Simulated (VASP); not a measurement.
# GaN (P1) in VASP: single point with r2SCAN

Aim: the single point of GaN with r2SCAN.

Everything below comes from runs of VASP 6.6.1. Logs are shortened: lines on timing, memory, paths and dates and some standing lists are left out, and cuts for length are marked.

## Step 1: The cell of the first run

The typed cell holds 8 atoms: a = 3.183 Å, b = 3.183 Å, c = 10.372 Å, α = 89.12°, β = 88.24°, γ = 60.00°.

## Step 2: Single point, r2SCAN

Contents of POSCAR:

```
GaN
1.0
   -3.1830984305      0.0000000000      0.0000000000
   -1.5915492152     -2.7566441035      0.0000000000
   -0.3183098430      0.0000000000     10.3671924820
Ga N
4 4
Direct
    0.3177528281      0.3333333333      0.1558050524
    0.2677528281      0.3333333333      0.6558050524
    0.5760861614      0.6666666667      0.9058050524
    0.6260861614      0.6666666667      0.4058050524
    0.2489138386      0.3333333333      0.8441949476
    0.2989138386      0.3333333333      0.3441949476
    0.6572471719      0.6666666667      0.0941949476
    0.6072471719      0.6666666667      0.5941949476
```

Contents of INCAR.step1:

```
SYSTEM = GaN
PREC = Accurate ; ENCUT = 520
ISMEAR = 0 ; SIGMA = 0.05
LREAL = .False. ; LASPH = .True.
NELM = 60 ; NBANDS = 46
GGA = PE ; ALGO = Normal
EDIFF = 1E-4 ; LWAVE = .True.
LCHARG = .False.
```

Contents of INCAR.step2:

```
SYSTEM = GaN
PREC = Accurate ; ENCUT = 520
EDIFF = 1E-6 ; ISMEAR = 0
SIGMA = 0.05 ; LREAL = .False.
LASPH = .True. ; NELM = 60
ALGO = Normal ; ISIF = 2
LWAVE = .False. ; LCHARG = .False.
METAGGA = R2SCAN ; LMIXTAU = .True.
NBANDS = 46 ; ISTART = 1
```

Contents of KPOINTS:

```
regular mesh
0
Gamma
  10 10 3
  0 0 0
```

Potentials or basis: VASP PAW PBE potentials, release 64 (Ga_d, N).

The run is started by

```sh
$ cat potpaw_PBE.64/Ga_d/POTCAR potpaw_PBE.64/N/POTCAR > POTCAR
$ cp INCAR.step1 INCAR
$ mpirun -np 1 vasp_std > vasp.out
$ cp INCAR.step2 INCAR
$ mpirun -np 1 vasp_std > vasp.out
```

OUTCAR:

```text
SYSTEM = GaN
   PREC = Accurate
   ENCUT = 520
   EDIFF = 1E-6
   ISMEAR = 0
   LREAL = .False.
   LASPH = .True.
   NELM = 60
   ISIF = 2
   METAGGA = R2SCAN
   ISTART = 1

 ion  position               nearest neighbor table
   1  0.318  0.333  0.156-   7 1.95   7 1.95   7 1.95   6 1.95
   2  0.268  0.333  0.656-   8 1.95   8 1.95   8 1.95   5 1.95
   3  0.576  0.667  0.906-   5 1.95   5 1.95   5 1.95   7 1.98
   4  0.626  0.667  0.406-   6 1.95   6 1.95   6 1.95   8 1.95
   5  0.249  0.333  0.844-   3 1.95   3 1.95   3 1.95   2 1.95
   6  0.299  0.333  0.344-   4 1.95   4 1.95   4 1.95   1 1.95
   7  0.657  0.667  0.094-   1 1.95   1 1.95   1 1.95   3 1.98
   8  0.607  0.667  0.594-   2 1.95   2 1.95   2 1.95   4 1.95

  LATTYP: Found a base centered monoclinic cell.
 ALAT       =     3.1830984305
 B/A-ratio  =     1.7320508075
 C/A-ratio  =     3.2584848323
 COS(beta)  =    -0.0306891102

  Lattice vectors:

 A1 = (   1.5915492153,  -2.7566441035,   0.0000000000)
 A2 = (   1.5915492152,   2.7566441035,   0.0000000000)
 A3 = (  -0.3183098430,   0.0000000000,  10.3671924820)

Analysis of symmetry for initial positions (statically):
=====================================================================
 Subroutine PRICEL returns:
 Original cell was already a primitive cell.

 Routine SETGRP: Setting up the symmetry group for a
 base centered monoclinic supercell.

 Subroutine GETGRP returns: Found  1 space group operations
 (whereof  1 operations were pure point group operations)
 out of a pool of  4 trial point group operations.

The static configuration has the point symmetry C_1 .

Analysis of symmetry for dynamics (positions and initial velocities):
=====================================================================
 Subroutine PRICEL returns:
 Original cell was already a primitive cell.

 Routine SETGRP: Setting up the symmetry group for a
 base centered monoclinic supercell.

 Subroutine GETGRP returns: Found  1 space group operations
 (whereof  1 operations were pure point group operations)
 out of a pool of  4 trial point group operations.

The dynamic configuration has the point symmetry C_1 .

 Subroutine INISYM returns: Found  1 space group operations
 (whereof  1 operations are pure point group operations),
 and found     1 'primitive' translations

----------------------------------------------------------------------------------------

                                     Primitive cell

  volume of cell :      90.9687

  direct lattice vectors                    reciprocal lattice vectors
    -3.183098430  0.000000000  0.000000000    -0.314159308  0.181379961 -0.009645813
    -1.591549215 -2.756644104  0.000000000     0.000000000 -0.362759922  0.000000000
    -0.318309843  0.000000000 10.367192482     0.000000000  0.000000000  0.096458130

  length of vectors
     3.183098430  3.183098430 10.372077956     0.362888141  0.362759922  0.096458130

  position of ions in fractional coordinates (direct lattice)
     0.317752828  0.333333333  0.155805052
     0.267752828  0.333333333  0.655805052
     0.576086161  0.666666667  0.905805052
     0.626086161  0.666666667  0.405805052
     0.248913839  0.333333333  0.844194948
     0.298913839  0.333333333  0.344194948
     0.657247172  0.666666667  0.094194948
     0.607247172  0.666666667  0.594194948

  ion indices of the primitive-cell ions
   primitive index   ion index
                 1           1
                 2           2
                 3           3
                 4           4
                 5           5
                 6           6
                 7           7
                 8           8

----------------------------------------------------------------------------------------

 KPOINTS: regular mesh

Automatic generation of k-mesh.
 Grid dimensions read from file:
 generate k-points for:   10   10    3

 Generating k-lattice:

  Cartesian coordinates                     Fractional coordinates (reciprocal lattice)
    -0.031415931  0.018137996 -0.000964581     0.100000000 -0.000000000 -0.000000000
     0.000000000 -0.036275992  0.000000000     0.000000000  0.100000000  0.000000000
     0.000000000  0.000000000  0.032152710     0.000000000  0.000000000  0.333333333

  Length of vectors
     0.036288814  0.036275992  0.032152710

  Shift w.r.t. Gamma in fractional coordinates (k-lattice)
     0.000000000  0.000000000  0.000000000

 Subroutine IBZKPT returns following result:
 ===========================================

 Found    152 irreducible k-points:

 Following reciprocal coordinates:
            Coordinates               Weight
  0.000000  0.000000  0.000000      1.000000
  0.100000 -0.000000  0.000000      2.000000
 -0.100000 -0.100000  0.000000      2.000000
  0.200000 -0.000000  0.000000      2.000000
 -0.200000 -0.200000  0.000000      2.000000
  0.300000  0.000000  0.000000      2.000000
[... 16 lines left out ...]
  0.300000  0.400000  0.000000      2.000000
 -0.200000  0.100000  0.000000      2.000000
 [... further k-points ...]
   k-points           NKPTS =    152   k-points in BZ     NKDIM =    152   number of bands    NBANDS=     46
   number of dos      NEDOS =    301   number of ions     NIONS =      8
   total plane-waves  NPLWV =  46080
   dimension x,y,z NGX =    24 NGY =   24 NGZ =   80
   dimension x,y,z NGXF=    48 NGYF=   48 NGZF=  160
   ions per type =               4   4
   NGX,Y,Z   is equivalent  to a cutoff of  12.53, 12.53, 12.82 a.u.
   NGXF,Y,Z  is equivalent  to a cutoff of  25.07, 25.07, 25.65 a.u.
 SYSTEM =  GaN
   PREC   = accura    normal or accurate (medium, high low for compatibility)
   ISTART =      1    job   : 0-new  1-cont  2-samecut
   ICHARG =      0    charge: 1-file 2-atom 10-const
   ISPIN  =      1    spin polarized calculation?
   LNONCOLLINEAR =      F non collinear calculations
   LSORBIT =      F    spin-orbit coupling
   LASPH  =      T    aspherical Exc in radial PAW
   ENCUT  =  520.0 eV  38.22 Ry    6.18 a.u.   5.92  5.92 19.29*2*pi/ulx,y,z
   NELM   =     60;   NELMIN=  2; NELMDL=  0     # of ELM steps
   EDIFF  = 0.1E-05   stopping-criterion for ELM
   LREAL  =      F    real-space projection
   EDIFFG = 0.1E-04   stopping-criterion for IOM
   NSW    =      0    number of steps for IOM
   IBRION =     -1    ionic relax: 0-MD 1-quasi-New 2-CG
   NFREE  =      0    steps in history (QN), initial steepest desc. (CG)
   ISIF   =      2    stress and relaxation
   ISYM   =      2    0-nonsym 1-usesym 2-fastsym
   POTIM  = 0.5000    time-step for ionic-motion
   TEBEG  =    0.0;   TEEND  =   0.0 temperature during run
   PSTRESS=    0.0 pullay stress
   NELECT =      72.0000    total number of electrons
   NUPDOWN=      -1.0000    fix difference up-down
   EMIN   =  10.00;   EMAX   =-10.00  energy-range for DOS
   EFERMI =   0.00;   METHOD = LEGACY
   ISMEAR =     0;   SIGMA  =   0.05  broadening in eV -4-tet -1-fermi 0-gaus
   EFERMI_NEDOS =   21; number of points for ismear=-14 and -15
   IALGO  =     38    algorithm
   IMIX   =      4    mixing-type and parameters
     AMIX     =   0.40;   BMIX     =  1.00
     AMIX_MAG =   1.60;   BMIX_MAG =  1.00
  volume/ion in A,a.u.               =      11.37        76.74
  Fermi-wavevector in a.u.,A,eV,Ry     =   1.514334  2.861676 31.200984  2.293208
  Thomas-Fermi vector in A             =   2.624005
   LORBIT       =      0    0 simple, 1 ext, 2 COOP (PROOUT), +10 PAW based schemes
   METAGGA = R2SCAN    functional components
   LHFCALC =     F    Hartree Fock is set to
   AEXX    =    0.0000 exact exchange contribution
   IVDW    =     0    specifies the selected vdW correction
   LEPSILON=     F    determine dielectric tensor
   LRPA    =     F    only Hartree local field effects (RPA)
 non-spin polarized calculation
 Gauss-broadening in eV      SIGMA  =   0.05
  energy-cutoff  :      520.00
  volume of cell :       90.97
 maximum number of plane-waves:      2468
   NGX = 11   NGY = 11   NGZ = 39

 number of electron      71.9999986 magnetization

 Free energy of the ion-electron system (eV)
  ---------------------------------------------------
  ext. energy  EPLUGINS =         0.00000000
  ---------------------------------------------------
  free energy    TOTEN  =       -87.54504722 eV

  energy without entropy =      -87.54504722  energy(sigma->0) =      -87.54504722

 E-fermi :   5.4096     XC(G=0): -12.6672

 val. band max:        5.1875971783   @ k =   0.0000   0.0000   0.0000
 cond. band min:       7.4126521958   @ k =   0.0000   0.0000   0.0000
 fundamental gap:      2.2250550175
 Fermi energy:         5.4095567599

 k-point     1 :       0.0000    0.0000    0.0000
  band No.  band energies     occupation
      1     -11.7052      2.00000
      2     -11.1344      2.00000
      3     -11.1042      2.00000
      4     -10.6894      2.00000
      5      -8.7521      2.00000
      6      -8.7437      2.00000
[... 38 lines left out ...]
     45      15.8318      0.00000
     46      16.0542      0.00000

 k-point     2 :       0.1000   -0.0000    0.0000
  band No.  band energies     occupation
      1     -11.6060      2.00000
      2     -11.0698      2.00000
      3     -11.0354      2.00000
      4     -10.6611      2.00000
      5      -8.7426      2.00000
      6      -8.7215      2.00000
[... 38 lines left out ...]
     45      15.9178      0.00000
     46      16.0792      0.00000

 k-point     3 :      -0.1000   -0.1000    0.0000
  band No.  band energies     occupation
      1     -11.6060      2.00000
      2     -11.0692      2.00000
      3     -11.0358      2.00000
      4     -10.6606      2.00000
      5      -8.7399      2.00000
      6      -8.7327      2.00000
[... 38 lines left out ...]
     45      15.7696      0.00000
     46      16.0097      0.00000

 k-point     4 :       0.2000   -0.0000    0.0000
  band No.  band energies     occupation
      1     -11.3450      2.00000
      2     -10.9079      2.00000
      3     -10.8681      2.00000
      4     -10.5957      2.00000
      5      -8.7040      2.00000
      6      -8.6831      2.00000
[... 920 lines left out ...]
     45      15.0485      0.00000
     46      15.4885      0.00000

 k-point    23 :       0.3000    0.4000    0.0000
  band No.  band energies     occupation
      1     -10.8659      2.00000
      2     -10.6415      2.00000
      3     -10.6100      2.00000
      4     -10.5032      2.00000
      5      -8.6768      2.00000
      6      -8.6567      2.00000
[... 38 lines left out ...]
     45      15.4069      0.00000
     46      15.5658      0.00000

 k-point    24 :      -0.2000    0.1000    0.0000
  band No.  band energies     occupation
      1     -11.1378      2.00000
      2     -10.7872      2.00000
      3     -10.7490      2.00000
      4     -10.5516      2.00000
      5      -8.6861      2.00000
      6      -8.6571      2.00000
[... 38 lines left out ...]
     45      15.1378      0.00000
     46      15.6527      0.00000

 [... further k-points ...]
[... 5 lines left out ...]
  --------------------------------------------------------------------------------------
  -------------------------------------------------------------------------------------
  Total        0.3566145      0.6682018      0.5063218     -0.2354213     -0.0660091      1.5400995
  in kB        6.2808381     11.7686396      8.9175447     -4.1463350     -1.1625783     27.1248556
  external PRESSURE =       8.9890075 kB  Pullay stress =       0.0000000 kB

 VOLUME and BASIS-vectors are now :
 -----------------------------------------------------------------------------
  energy-cutoff  :      520.00
  volume of cell :       90.97
      direct lattice vectors                 reciprocal lattice vectors
    -3.183098430  0.000000000  0.000000000    -0.314159308  0.181379961 -0.009645813
    -1.591549215 -2.756644104  0.000000000     0.000000000 -0.362759922  0.000000000
    -0.318309843  0.000000000 10.367192482     0.000000000  0.000000000  0.096458130

 POSITION                                       TOTAL-FORCE (eV/Angst)
 -----------------------------------------------------------------------------------
     -1.59155     -0.91888      1.61526         0.097573      0.046870      0.063078
     -1.59155     -0.91888      6.79886        -0.033986      0.001650     -0.024248
     -3.18310     -1.83776      9.39066        -0.446207     -0.028913      0.136674
     -3.18310     -1.83776      4.20706         0.010881      0.004193     -0.009932
     -1.59155     -0.91888      8.75193        -0.137137      0.037792     -0.020726
     -1.59155     -0.91888      3.56834         0.028771     -0.004512      0.021297
     -3.18310     -1.83776      0.97654         0.482703     -0.059224     -0.180181
     -3.18310     -1.83776      6.16013        -0.002599      0.002145      0.014038
 -----------------------------------------------------------------------------------
    total drift:                               -0.000492     -0.001364      0.062036

  FREE ENERGIE OF THE ION-ELECTRON SYSTEM (eV)
  ---------------------------------------------------
  free  energy   TOTEN  =       -87.5450472223 eV

  energy  without entropy=      -87.5450472223  energy(sigma->0) =      -87.54504722
```

It took 30 min on 1 thread of Oxide Virtual Turin-like, shared host; peak memory 0.51 GiB.

Results:

| Property | Result |
| --- | --- |
| Free energy | -87.5450 eV |
| Pressure | 0.9 GPa |
| Largest force | 0.519 eV/Å |
| Band gap on the k mesh | 2.23 eV |

Forces on the atoms (eV/Å):
```
Ga   0.098  0.047  0.063
Ga  -0.034  0.002 -0.024
Ga  -0.446 -0.029  0.137
Ga   0.011  0.004 -0.010
N   -0.137  0.038 -0.021
N    0.029 -0.005  0.021
N    0.483 -0.059 -0.180
N   -0.003  0.002  0.014
```

Stress tensor (GPa, compression positive):
```
 0.63 -0.41  2.71
-0.41  1.18 -0.12
 2.71 -0.12  0.89
```

Levels at points of the mesh, in eV from the valence-band top:
| k point | band 34 | band 35 | band 36 | band 37 | band 38 | band 39 |
| --- | --- | --- | --- | --- | --- | --- |
| (0.00, 0.00, 0.00) | -0.18 | -0.09 | 0.00 | 2.23 | 4.63 | 4.68 |
| (0.50, 0.00, 0.00) | -2.05 | -1.78 | -1.12 | 4.58 | 4.77 | 5.44 |
| (0.50, 0.50, 0.00) | -2.07 | -1.88 | -1.11 | 4.75 | 4.94 | 5.60 |
| (0.00, 0.50, 0.00) | -2.04 | -1.91 | -1.12 | 4.72 | 4.81 | 5.52 |

Caveat: the PAW data sets were made with another functional, which shifts forces and pressure a little.
